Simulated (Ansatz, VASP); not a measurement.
Nb: VASP beside Ansatz

```
Nb
1.0
     2.82847    0.00000    0.00000
    -1.41423    2.44952    0.00000
     0.00000    0.00000    2.69393
Nb
1
Cartesian
  0.0000 0.0000 0.0000
```

Alike in both runs: functional PBEsol; k mesh 24 × 24 × 20; occupations gaussian, width 0.1 eV; no spin polarisation.

Ansatz relaxed the structure, and its values are those at the end. VASP's run is a single point on that final structure, the one shown.

```csv
,VASP,Ansatz
version,VASP 6.6.1,Ansatz 0.2.0
potentials or method,"VASP PAW PBE potentials, release 64 (Nb_sv), cutoff 520 eV","scalar-relativistic, plane waves, PAW"
valence electrons in the cell,13,13
```

VASP gave:

```
gap on the k mesh at the Fermi level (eV) : none
pressure (GPa)                            : -0.2
```

Question: Which values does Ansatz return?

Answer: gap on the k mesh at the Fermi level (eV): none; pressure (GPa): 0.0.

VASP's potentials were made for PBE, not for PBEsol. A gap of «none» marks a metal or a gap that the smearing closes.
